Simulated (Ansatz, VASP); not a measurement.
GeSb4Te4: VASP beside Ansatz

The input INCAR:

```
PREC = Accurate
ENCUT = 520
EDIFF = 1E-6
ISMEAR = 0
SIGMA = 0.15
LREAL = False
LASPH = True
NELM = 100
ALGO = Fast
ISIF = 2
LWAVE = False
LCHARG = False
GGA = PS
NBANDS = 39
```

File KPOINTS:

```
regular mesh
0
Gamma
  12 12 4
```

POSCAR

```
GeSb4Te4
1.0
    4.2666098041      0.0000000000      0.0000000000
   -2.1333049020      3.6949924784      0.0000000000
    0.0000000000      0.0000000000     17.0067078253
Ge Sb Te
1 4 4
Direct
    0.0000000000      0.0000000000      0.0000000000
    0.3333333333      0.6666666667      0.5458633004
    0.6666666667      0.3333333333      0.4541366996
    0.6666666667      0.3333333333      0.7873570019
    0.3333333333      0.6666666667      0.2126429981
    0.3445847488      0.6891694977      0.8999544229
    0.6779180822      0.3558361644      0.0935121809
    0.0112514155      0.0225028310      0.6834777055
    0.0112514155      0.0225028310      0.3099888983
```

Input for Ansatz:

```yaml
crystal:
  lattice:
    - [4.2666098041, 0.0, 0.0]
    - [-2.133304902, 3.6949924784, 0.0]
    - [0.0, 0.0, 17.0067078253]
  atoms:
    - { symbol: Ge, position: [0.0, 0.0, 0.0] }
    - { symbol: Sb, position: [0.3333333333, 0.6666666667, 0.5458633004] }
    - { symbol: Sb, position: [0.6666666667, 0.3333333333, 0.4541366996] }
    - { symbol: Sb, position: [0.6666666667, 0.3333333333, 0.7873570019] }
    - { symbol: Sb, position: [0.3333333333, 0.6666666667, 0.2126429981] }
    - { symbol: Te, position: [0.3445847488, 0.6891694977, 0.8999544229] }
    - { symbol: Te, position: [0.6779180822, 0.3558361644, 0.0935121809] }
    - { symbol: Te, position: [0.0112514155, 0.022502831, 0.6834777055] }
    - { symbol: Te, position: [0.0112514155, 0.022502831, 0.3099888983] }
basis:
  ecutwfc: 420
kpoints:
  mp_grid: { grid: [12, 12, 4] }
hamiltonian:
  xc: pbesol
scf:
  occupations: { method: gaussian, width: 0.15 }
output:
  forces: true
  stress: true
  eigenvalues: true
  write_density: true
  write_potential: true
  elf: true
  volumetric_format: npy
```

Change from the starting cell: all Te atoms moved -0.100 Å, as atom 6 towards its neighbour atom 1 (Ge) at 2.963 Å.

Alike in both runs: task single point; functional PBEsol; k mesh 12 × 12 × 4; occupations gaussian, width 0.15 eV; no spin polarisation.

|  | VASP | Ansatz |
| --- | --- | --- |
| version | VASP 6.6.1 | Ansatz 0.2.0 |
| potentials or method | VASP PAW PBE potentials, release 64 (Ge_d, Sb, Te), cutoff 520 eV | scalar-relativistic, plane waves, PAW |
| valence electrons in the cell | 58 | 138 |

VASP gave:

| Property | Result |
| --- | --- |
| gap on the k mesh at the Fermi level (eV) | none |
| pressure (GPa) | 0.2 |
| traceless stress, the component that is largest in VASP (GPa) | -0.19 |
| rms of the force components (eV/Å) | 0.137 |

Task: Estimate Ansatz's values.

Result: gap on the k mesh at the Fermi level (eV): none; pressure (GPa): 0.1; traceless stress, the component that is largest in VASP (GPa): -0.18; rms of the force components (eV/Å): 0.131.

VASP's potentials were made for PBE, not for PBEsol. Atom by atom the forces differ by 0.023 eV/Å (rms over components). A gap of «none» marks a metal or a gap that the smearing closes. VASP's potentials hold 58 valence electrons a cell and Ansatz's 138, so a difference there can come from the potentials and not from the codes.

Neither program's run includes spin-orbit coupling.
